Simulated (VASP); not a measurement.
# Ni (R-3m) in VASP: notebook, part 2 of 2

VASP 6.6.1.

## Step 3: Single point, PBEsol, collinear spin, ferromagnetic start

This run uses another cell than the first one, of the same volume but with other edges.

INCAR reads:

```
ALGO = Fast
EDIFF = 1E-7
ENCUT = 520
GGA = PS
ISIF = 2
ISMEAR = 0
ISPIN = 2
LASPH = T
LCHARG = T
LELF = T
LMAXMIX = 4
LORBIT = 11
LREAL = F
LVHAR = T
LWAVE = F
MAGMOM = 0.5
NBANDS = 15
NELM = 150
PREC = Accurate
SIGMA = 0.15
```

KPOINTS reads:

```
k-points
0
Gamma
  26 26 26
```

POSCAR reads:

```
Ni
1.0
   -1.7009908994      1.4011201633      1.4011201633
    1.4011201633     -1.7009908994      1.4011201633
    1.4011201633      1.4011201633     -1.7009908994
Ni
1
Direct
    0.0000000000      0.0000000000      0.0000000000
```

Potentials or basis: VASP PAW PBE potentials, release 64 (Ni).

The run is started by

```console
$ cat potpaw_PBE.64/Ni/POTCAR > POTCAR
$ mpirun -np 1 vasp_std > vasp.out
```

OUTCAR:

```text
EDIFF = 1E-7
   ENCUT = 520
   GGA = PS
   ISIF = 2
   ISMEAR = 0
   ISPIN = 2
   LASPH = T
   LORBIT = 11
   LREAL = F
   NELM = 150
   PREC = Accurate

 ion  position               nearest neighbor table
   1  0.000  0.000  0.000-

  LATTYP: Found a trigonal (rhomboedric) cell.
 ALAT       =     2.6114450911
 COS(alpha) =    -0.4110840653

  Lattice vectors:

 A1 = (  -1.7009908994,   1.4011201633,   1.4011201633)
 A2 = (   1.4011201633,  -1.7009908994,   1.4011201633)
 A3 = (   1.4011201633,   1.4011201633,  -1.7009908994)

Analysis of symmetry for initial positions (statically):
=====================================================================
 Subroutine PRICEL returns:
 Original cell was already a primitive cell.

 Routine SETGRP: Setting up the symmetry group for a
 trigonal (rhombohedral) supercell.

 Subroutine GETGRP returns: Found 12 space group operations
 (whereof 12 operations were pure point group operations)
 out of a pool of 12 trial point group operations.

The static configuration has the point symmetry D_3d.

[... 633 lines left out ...]
     12      42.5518      0.00000
     13      49.5918      0.00000
     14      49.5918      0.00000
[... 221 lines left out ...]
      2       6.3454      1.00000
      3       8.8132      1.00000
      4       9.0797      1.00000
      5      10.3159      0.00000
      6      12.7203      0.00000
      7      20.0492      0.00000
      8      28.1498      0.00000
      9      29.0941      0.00000
     10      32.8943      0.00000
     11      36.8539      0.00000
     12      41.5538      0.00000
     13      46.3673      0.00000
     14      47.0105      0.00000
     15      52.8732      0.00000

------------------------ aborting loop because EDIFF is reached ----------------------------------------

  FORCE on cell =-STRESS in cart. coord.  units (eV):
  Direction    XX          YY          ZZ          XY          YZ          ZX
  --------------------------------------------------------------------------------------
  -------------------------------------------------------------------------------------
  Total        2.4033884      2.4033884      2.4033884      3.8829763      3.8829763      3.8829763
  in kB      363.3575251    363.3575251    363.3575251    587.0498021    587.0498021    587.0498021
  external PRESSURE =     363.3575251 kB  Pullay stress =       0.0000000 kB

 VOLUME and BASIS-vectors are now :
 -----------------------------------------------------------------------------
  energy-cutoff  :      520.00
  volume of cell :       10.60
      direct lattice vectors                 reciprocal lattice vectors
    -1.700990899  1.401120163  1.401120163     0.087779085  0.410140206  0.410140206
     1.401120163 -1.700990899  1.401120163     0.410140206  0.087779085  0.410140206
     1.401120163  1.401120163 -1.700990899     0.410140206  0.410140206  0.087779085

 POSITION                                       TOTAL-FORCE (eV/Angst)
 -----------------------------------------------------------------------------------
      0.00000      0.00000      0.00000         0.000000      0.000000      0.000000
 -----------------------------------------------------------------------------------
    total drift:                                0.000000     -0.000000      0.000000

  FREE ENERGIE OF THE ION-ELECTRON SYSTEM (eV)
  ---------------------------------------------------
  free  energy   TOTEN  =        -4.9062239669 eV

  energy  without entropy=       -4.8931436546  energy(sigma->0) =       -4.89968381

 total charge

# of ion       s       p       d       tot
------------------------------------------
    1        0.546   0.559   8.494   9.599

 magnetization (x)

# of ion       s       p       d       tot
------------------------------------------
    1        0.004  -0.012   0.596   0.588
```

stdout:

```text
POSCAR found type information on POSCAR Ni
 POSCAR found :  1 types and       1 ions
 scaLAPACK will be used
 -----------------------------------------------------------------------------
|                                                                             |
[... 51 lines left out ...]
 num prob WARNING in EDDRMM: call to ZHEGV failed, returncode =   8  4     14
WARNING in EDDRMM: call to ZHEGV failed, returncode =   8  4     12
WARNING in EDDRMM: call to ZHEGV failed, returncode =   8  4     12
WARNING in EDDRMM: call to ZHEGV failed, returncode =   8  4     13
 num prob WARNING in EDDRMM: call to ZHEGV failed, returncode =   8  4     13
WARNING in EDDRMM: call to ZHEGV failed, returncode =   8  4     15
 num prob WARNING in EDDRMM: call to ZHEGV failed, returncode =   8  4     14
```

Wall time 6.1 min (1 thread of AMD EPYC 9R45 (Zen 5), shared host); peak memory 0.43 GiB.

Results:

| Quantity | Value |
| --- | --- |
| Free energy | -4.9062 eV |
| Pressure | 36.3 GPa |
| Net moment | 0.59 μB per cell |
| Site moments | Ni +0.59 μB |
| Valence electrons inside the program's atomic spheres | Ni 9.60 |

Levels at points of the mesh, in eV from the Fermi level:
Spin up:
| k point | band 2 | band 3 | band 4 | band 5 | band 6 | band 7 | band 8 | band 9 |
| --- | --- | --- | --- | --- | --- | --- | --- | --- |
| (0.00, 0.00, 0.00) | -5.33 | -2.40 | -2.40 | -0.49 | -0.49 | 20.44 | 21.70 | 21.70 |
| (0.50, 0.00, 0.00) | -4.13 | -1.49 | -1.21 | -0.04 | 2.91 | 9.98 | 18.40 | 19.20 |
| (0.50, 0.50, 0.00) | -4.58 | -1.72 | -0.76 | -0.45 | -0.28 | 3.88 | 13.52 | 20.38 |
| (0.50, 0.50, 0.50) | -5.36 | -0.81 | -0.81 | 0.55 | 10.26 | 11.22 | 11.22 | 16.34 |
Spin down:
```tsv
k point	band 1	band 2	band 3	band 4	band 5	band 6	band 7	band 8	band 9	band 10
(0.00, 0.00, 0.00)	-9.28	-4.85	-1.95	-1.95	0.41	0.41	20.37	21.84	21.84	25.41
(0.50, 0.00, 0.00)	-4.82	-3.43	-0.96	-0.69	0.54	2.95	10.28	18.38	19.32	23.12
(0.50, 0.50, 0.00)	-5.73	-4.23	-1.72	-0.24	0.46	0.64	4.21	13.59	20.54	33.46
(0.50, 0.50, 0.50)	-4.75	-4.75	-0.27	-0.27	1.16	10.39	11.23	11.23	16.57	16.57
```

Caveat: the cell stands under pressure; the PAW data sets were made with another functional, which shifts forces and pressure a little.
